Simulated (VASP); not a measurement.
# Al2Cu in VASP: single point with PBE

Aim: the single point of Al2Cu with PBE.

Everything below comes from runs of VASP 6.6.1. Logs are shortened: lines on timing, memory, paths and dates and some standing lists are left out, and cuts for length are marked.

### 1 The cell of the first run

The typed cell holds 6 atoms: a = 4.927 Å, b = 4.927 Å, c = 4.927 Å, α = 104.21°, β = 104.21°, γ = 120.59°.

### 2 Single point, PBE

File INCAR:

```
SYSTEM = Al2Cu
ALGO = Normal ; EDIFF = 1E-6
ENCUT = 600 ; GGA = PE
GGA_COMPAT = .FALSE. ; ISIF = 2
ISMEAR = 0 ; LASPH = .TRUE.
LCHARG = .TRUE. ; LELF = .TRUE.
LREAL = .FALSE. ; LVHAR = .TRUE.
LWAVE = .FALSE. ; NBANDS = 26
NELM = 120 ; PREC = Accurate
SIGMA = 0.15
```

File KPOINTS:

```
k-points
0
G
  10 10 10
  0 0 0
```

File POSCAR:

```
Al2Cu
1.0
   -3.0261888770      3.0261888770      2.4416174512
    3.0261888770     -3.0261888770      2.4416174512
    3.0261888770      3.0261888770     -2.4416174512
Al Cu
4 2
Direct
    0.1586451212      0.6586527795      0.8172884047
    0.6586370837      0.8413400070      0.4999980987
    0.8413574141      0.3413586081      0.1827007876
    0.3413660679      0.1586524253      0.5000041383
    0.7500036173      0.7500125209      0.0000240392
    0.2499906957      0.2499836594     -0.0000154686
```

Potentials or basis: VASP PAW PBE potentials, release 64 (Al, Cu).

The run is started by

```bash
$ cat potpaw_PBE.64/Al/POTCAR potpaw_PBE.64/Cu/POTCAR > POTCAR
$ mpirun -np 1 vasp_std > vasp.out
```

OUTCAR:

```text
SYSTEM = Al2Cu
   EDIFF = 1E-6
   ENCUT = 600
   GGA = PE
   ISIF = 2
   ISMEAR = 0
   LASPH = .TRUE.
   LREAL = .FALSE.
   NELM = 120
   PREC = Accurate

 ion  position               nearest neighbor table
   1  0.159  0.659  0.817-   6 2.58   5 2.58   6 2.58   5 2.58   3 2.72   3 2.90   3 2.90   4 3.11
                             2 3.11   4 3.11   2 3.11   2 3.22   4 3.22   2 3.22   4 3.22
   2  0.659  0.841  0.500-   5 2.58   6 2.58   6 2.58   5 2.58   4 2.72   4 2.90   4 2.90   3 3.11
                             1 3.11   1 3.11   3 3.11   1 3.22   3 3.22   3 3.22   1 3.22
   3  0.841  0.341  0.183-   5 2.58   5 2.58   6 2.58   6 2.58   1 2.72   1 2.90   1 2.90   2 3.11
                             4 3.11   4 3.11   2 3.11   4 3.22   2 3.22   2 3.22   4 3.22
   4  0.341  0.159  0.500-   6 2.58   5 2.58   6 2.58   5 2.58   2 2.72   2 2.90   2 2.90   1 3.11
                             1 3.11   3 3.11   3 3.11   3 3.22   1 3.22   1 3.22   3 3.22
   5  0.750  0.750  0.000-   6 2.44   6 2.44   2 2.58   3 2.58   3 2.58   4 2.58   1 2.58   2 2.58
                             1 2.58   4 2.58
   6  0.250  0.250  1.000-   5 2.44   5 2.44   1 2.58   4 2.58   2 2.58   3 2.58   3 2.58   2 2.58
                             4 2.58   1 2.58

  LATTYP: Found a body centered tetragonal cell.
 ALAT       =     6.0523777540
 C/A-ratio  =     0.8068291671

  Lattice vectors:

 A1 = (  -3.0261888770,   3.0261888770,   2.4416174512)
 A2 = (   3.0261888770,  -3.0261888770,   2.4416174512)
 A3 = (   3.0261888770,   3.0261888770,  -2.4416174512)

Analysis of symmetry for initial positions (statically):
=====================================================================
 Subroutine PRICEL returns:
 Original cell was already a primitive cell.

 Routine SETGRP: Setting up the symmetry group for a
 body centered tetragonal supercell.

 Subroutine GETGRP returns: Found  1 space group operations
 (whereof  1 operations were pure point group operations)
 out of a pool of 16 trial point group operations.

The static configuration has the point symmetry C_1 .

Analysis of symmetry for dynamics (positions and initial velocities):
=====================================================================
 Subroutine PRICEL returns:
 Original cell was already a primitive cell.

 Routine SETGRP: Setting up the symmetry group for a
 body centered tetragonal supercell.

 Subroutine GETGRP returns: Found  1 space group operations
 (whereof  1 operations were pure point group operations)
 out of a pool of 16 trial point group operations.

The dynamic configuration has the point symmetry C_1 .

 Subroutine INISYM returns: Found  1 space group operations
 (whereof  1 operations are pure point group operations),
 and found     1 'primitive' translations

----------------------------------------------------------------------------------------

                                     Primitive cell

  volume of cell :      89.4396

  direct lattice vectors                    reciprocal lattice vectors
    -3.026188877  3.026188877  2.441617451     0.000000000  0.165224320  0.204782285
     3.026188877 -3.026188877  2.441617451     0.165224320  0.000000000  0.204782285
     3.026188877  3.026188877 -2.441617451     0.165224320  0.165224320  0.000000000

  length of vectors
     4.927183173  4.927183173  4.927183173     0.263125180  0.263125180  0.233662474

  position of ions in fractional coordinates (direct lattice)
     0.158645121  0.658652780  0.817288405
     0.658637084  0.841340007  0.499998099
     0.841357414  0.341358608  0.182700788
     0.341366068  0.158652425  0.500004138
     0.750003617  0.750012521  0.000024039
     0.249990696  0.249983659  0.999984531

  ion indices of the primitive-cell ions
   primitive index   ion index
                 1           1
                 2           2
                 3           3
                 4           4
                 5           5
                 6           6

----------------------------------------------------------------------------------------

 KPOINTS: k-points

Automatic generation of k-mesh.
 Grid dimensions read from file:
 generate k-points for:   10   10   10

 Generating k-lattice:

  Cartesian coordinates                     Fractional coordinates (reciprocal lattice)
     0.000000000  0.016522432  0.020478228     0.100000000  0.000000000  0.000000000
     0.016522432  0.000000000  0.020478228     0.000000000  0.100000000  0.000000000
     0.016522432  0.016522432  0.000000000     0.000000000  0.000000000  0.100000000

  Length of vectors
     0.026312518  0.026312518  0.023366247

  Shift w.r.t. Gamma in fractional coordinates (k-lattice)
     0.000000000  0.000000000  0.000000000

 Subroutine IBZKPT returns following result:
 ===========================================

 Found    504 irreducible k-points:

 Following reciprocal coordinates:
            Coordinates               Weight
  0.000000  0.000000  0.000000      1.000000
  0.100000 -0.000000  0.000000      2.000000
  0.100000 -0.000000 -0.100000      2.000000
 -0.000000  0.100000 -0.100000      2.000000
 -0.000000  0.100000  0.000000      2.000000
  0.200000 -0.000000  0.000000      2.000000
[... 16 lines left out ...]
  0.200000 -0.000000 -0.100000      2.000000
  0.100000  0.100000 -0.200000      2.000000
 [... further k-points ...]
   k-points           NKPTS =    504   k-points in BZ     NKDIM =    504   number of bands    NBANDS=     26
   number of dos      NEDOS =    301   number of ions     NIONS =      6
   total plane-waves  NPLWV =  64000
   dimension x,y,z NGX =    40 NGY =   40 NGZ =   40
   dimension x,y,z NGXF=    80 NGYF=   80 NGZF=   80
   ions per type =               4   2
   NGX,Y,Z   is equivalent  to a cutoff of  13.50, 13.50, 13.50 a.u.
   NGXF,Y,Z  is equivalent  to a cutoff of  26.99, 26.99, 26.99 a.u.
 SYSTEM =  Al2Cu
   PREC   = accura    normal or accurate (medium, high low for compatibility)
   ISTART =      0    job   : 0-new  1-cont  2-samecut
   ICHARG =      2    charge: 1-file 2-atom 10-const
   ISPIN  =      1    spin polarized calculation?
   LNONCOLLINEAR =      F non collinear calculations
   LSORBIT =      F    spin-orbit coupling
   LASPH  =      T    aspherical Exc in radial PAW
   ENCUT  =  600.0 eV  44.10 Ry    6.64 a.u.   9.84  9.84  9.84*2*pi/ulx,y,z
   NELM   =    120;   NELMIN=  2; NELMDL= -5     # of ELM steps
   EDIFF  = 0.1E-05   stopping-criterion for ELM
   LREAL  =      F    real-space projection
   EDIFFG = 0.1E-04   stopping-criterion for IOM
   NSW    =      0    number of steps for IOM
   IBRION =     -1    ionic relax: 0-MD 1-quasi-New 2-CG
   NFREE  =      0    steps in history (QN), initial steepest desc. (CG)
   ISIF   =      2    stress and relaxation
   ISYM   =      2    0-nonsym 1-usesym 2-fastsym
   POTIM  = 0.5000    time-step for ionic-motion
   TEBEG  =    0.0;   TEEND  =   0.0 temperature during run
   PSTRESS=    0.0 pullay stress
   NELECT =      34.0000    total number of electrons
   NUPDOWN=      -1.0000    fix difference up-down
   EMIN   =  10.00;   EMAX   =-10.00  energy-range for DOS
   EFERMI =   0.00;   METHOD = LEGACY
   ISMEAR =     0;   SIGMA  =   0.15  broadening in eV -4-tet -1-fermi 0-gaus
   EFERMI_NEDOS =   21; number of points for ismear=-14 and -15
   IALGO  =     38    algorithm
   IMIX   =      4    mixing-type and parameters
     AMIX     =   0.40;   BMIX     =  1.00
     AMIX_MAG =   1.60;   BMIX_MAG =  1.00
  volume/ion in A,a.u.               =      14.91       100.59
  Fermi-wavevector in a.u.,A,eV,Ry     =   1.185927  2.241077 19.135541  1.406423
  Thomas-Fermi vector in A             =   2.322110
   LORBIT       =      0    0 simple, 1 ext, 2 COOP (PROOUT), +10 PAW based schemes
   GGA     = PE    functional components
   LHFCALC =     F    Hartree Fock is set to
   AEXX    =    0.0000 exact exchange contribution
   IVDW    =     0    specifies the selected vdW correction
   LEPSILON=     F    determine dielectric tensor
   LRPA    =     F    only Hartree local field effects (RPA)
 non-spin polarized calculation
 Gauss-broadening in eV      SIGMA  =   0.15
  energy-cutoff  :      600.00
  volume of cell :       89.44
 maximum number of plane-waves:      3018
   NGX = 19   NGY = 19   NGZ = 19

 number of electron      33.9999976 magnetization

 Free energy of the ion-electron system (eV)
  ---------------------------------------------------
  ext. energy  EPLUGINS =         0.00000000
  ---------------------------------------------------
  free energy    TOTEN  =       -23.39549882 eV

  energy without entropy =      -23.37427851  energy(sigma->0) =      -23.38488867

 E-fermi :   7.9505     XC(G=0): -10.8557

 val. band max:        7.9352812282   @ k =  -0.1000   0.3000  -0.3000
 cond. band min:       7.9796034045   @ k =  -0.2000  -0.3000   0.2000
 fundamental gap:      0.0443221763
 Fermi energy:         7.9504787761

 k-point     1 :       0.0000    0.0000    0.0000
  band No.  band energies     occupation
      1      -2.7738      2.00000
      2       2.6718      2.00000
      3       2.8766      2.00000
      4       2.8767      2.00000
      5       2.9146      2.00000
      6       3.7883      2.00000
[... 18 lines left out ...]
     25      13.2451      0.00000
     26      13.8076      0.00000

 k-point     2 :       0.1000   -0.0000    0.0000
  band No.  band energies     occupation
      1      -2.6694      2.00000
      2       2.6610      2.00000
      3       2.8507      2.00000
      4       2.8707      2.00000
      5       2.9362      2.00000
      6       3.7710      2.00000
[... 18 lines left out ...]
     25      13.3604      0.00000
     26      14.0523      0.00000

 k-point     3 :       0.1000   -0.0000   -0.1000
  band No.  band energies     occupation
      1      -2.6694      2.00000
      2       2.6610      2.00000
      3       2.8507      2.00000
      4       2.8707      2.00000
      5       2.9362      2.00000
      6       3.7710      2.00000
[... 18 lines left out ...]
     25      13.3604      0.00000
     26      14.0522      0.00000

 k-point     4 :      -0.0000    0.1000   -0.1000
  band No.  band energies     occupation
      1      -2.6694      2.00000
      2       2.6610      2.00000
      3       2.8507      2.00000
      4       2.8707      2.00000
      5       2.9362      2.00000
      6       3.7710      2.00000
[... 18 lines left out ...]
     25      13.3604      0.00000
     26      14.0523      0.00000

 k-point     5 :      -0.0000    0.1000    0.0000
  band No.  band energies     occupation
      1      -2.6694      2.00000
      2       2.6610      2.00000
      3       2.8507      2.00000
      4       2.8707      2.00000
      5       2.9362      2.00000
      6       3.7710      2.00000
[... 18 lines left out ...]
     25      13.3604      0.00000
     26      14.0522      0.00000

 k-point     6 :       0.2000   -0.0000    0.0000
  band No.  band energies     occupation
      1      -2.3574      2.00000
      2       2.6372      2.00000
      3       2.6480      2.00000
      4       2.8509      2.00000
      5       2.9922      2.00000
      6       3.7011      2.00000
[... 427 lines left out ...]
 k-point    21 :      -0.0000    0.5000    0.0000
  band No.  band energies     occupation
      1      -0.2341      2.00000
      2      -0.2341      2.00000
      3       2.6869      2.00000
      4       2.6871      2.00000
      5       3.2071      2.00000
      6       3.2071      2.00000
[... 18 lines left out ...]
     25      15.4810      0.00000
     26      15.4814      0.00000

 k-point    22 :       0.1000    0.1000    0.0000
  band No.  band energies     occupation
      1      -2.4391      2.00000
      2       2.6790      2.00000
      3       2.7454      2.00000
      4       2.8177      2.00000
      5       3.0663      2.00000
      6       3.6776      2.00000
[... 18 lines left out ...]
     25      12.5754      0.00000
     26      15.2071      0.00000

 k-point    23 :       0.2000   -0.0000   -0.1000
  band No.  band energies     occupation
      1      -2.4391      2.00000
      2       2.6790      2.00000
      3       2.7454      2.00000
      4       2.8177      2.00000
      5       3.0663      2.00000
      6       3.6776      2.00000
[... 18 lines left out ...]
     25      12.5754      0.00000
     26      15.2033      0.00000

 k-point    24 :       0.1000    0.1000   -0.2000
  band No.  band energies     occupation
      1      -2.4391      2.00000
      2       2.6790      2.00000
      3       2.7454      2.00000
      4       2.8177      2.00000
      5       3.0663      2.00000
      6       3.6776      2.00000
[... 18 lines left out ...]
     25      12.5754      0.00000
     26      15.2009      0.00000

 [... further k-points ...]

------------------------ aborting loop because EDIFF is reached ----------------------------------------

  FORCE on cell =-STRESS in cart. coord.  units (eV):
  Direction    XX          YY          ZZ          XY          YZ          ZX
  --------------------------------------------------------------------------------------
  -------------------------------------------------------------------------------------
  Total        0.0931012      0.0927265      0.0652471     -0.0000956     -0.0003393      0.0001956
  in kB        1.6677702      1.6610576      1.1688053     -0.0017128     -0.0060772      0.0035047
  external PRESSURE =       1.4992110 kB  Pullay stress =       0.0000000 kB

 VOLUME and BASIS-vectors are now :
 -----------------------------------------------------------------------------
  energy-cutoff  :      600.00
  volume of cell :       89.44
      direct lattice vectors                 reciprocal lattice vectors
    -3.026188877  3.026188877  2.441617451     0.000000000  0.165224320  0.204782285
     3.026188877 -3.026188877  2.441617451     0.165224320  0.000000000  0.204782285
     3.026188877  3.026188877 -2.441617451     0.165224320  0.165224320  0.000000000

 POSITION                                       TOTAL-FORCE (eV/Angst)
 -----------------------------------------------------------------------------------
      3.98639      0.96015      0.00002        -0.001903     -0.001620     -0.000149
      2.06598      0.96020      2.44157         0.001874     -0.001711      0.000070
     -0.96020      2.06598      2.44165         0.001820      0.001855     -0.000091
      0.96018      2.06603      0.00004        -0.001728      0.001703     -0.000071
      0.00010      0.00005      3.66241        -0.000411     -0.000254      0.000069
      3.02612      3.02616     -1.22083         0.000347      0.000026      0.000172
 -----------------------------------------------------------------------------------
    total drift:                                0.000000     -0.000000     -0.000003

  FREE ENERGIE OF THE ION-ELECTRON SYSTEM (eV)
  ---------------------------------------------------
  free  energy   TOTEN  =       -23.3954988221 eV

  energy  without entropy=      -23.3742785086  energy(sigma->0) =      -23.38488867
```

Run time: 12 min. Hardware: 1 thread of AMD EPYC 9R45 (Zen 5), shared host; peak memory 1.1 GiB.

What came out:

* Free energy: -23.3955 eV
* Pressure: 0.1 GPa
* Band gap on the k mesh: zero (bands 17 and 18 overlap by 4.32 eV)

Forces in eV/Å, atoms in the order of the input:
```
Al  -0.002 -0.002  0.000
Al   0.002 -0.002  0.000
Al   0.002  0.002  0.000
Al  -0.002  0.002  0.000
Cu   0.000  0.000  0.000
Cu   0.000  0.000  0.000
```

Levels at points of the mesh, in eV from the Fermi level:
```tsv
k point	band 13	band 14	band 15	band 16	band 17	band 18	band 19	band 20	band 21	band 22
(0.00, 0.00, 0.00)	-2.89	-1.93	-1.33	-1.18	-1.18	-0.82	-0.37	0.08	1.42	1.42
(0.50, 0.00, 0.00)	-3.05	-3.05	-2.58	-2.58	0.25	0.25	4.05	4.05	4.32	4.32
(0.50, 0.00, 0.50)	-3.05	-3.05	-2.58	-2.58	0.25	0.25	4.05	4.05	4.32	4.32
(0.00, 0.50, 0.50)	-3.05	-3.05	-2.58	-2.58	0.25	0.25	4.05	4.05	4.32	4.32
(0.00, 0.50, 0.00)	-3.05	-3.05	-2.58	-2.58	0.25	0.25	4.05	4.05	4.32	4.32
(0.50, 0.50, 0.00)	-2.81	-2.78	-1.40	-1.26	-0.98	-0.67	0.80	1.27	4.65	4.79
(0.00, 0.00, 0.50)	-2.81	-2.78	-1.40	-1.26	-0.98	-0.67	0.80	1.27	4.65	4.79
(0.50, 0.50, 0.50)	-3.31	-3.20	-3.20	-1.81	2.56	2.98	2.98	3.33	4.01	4.68
```
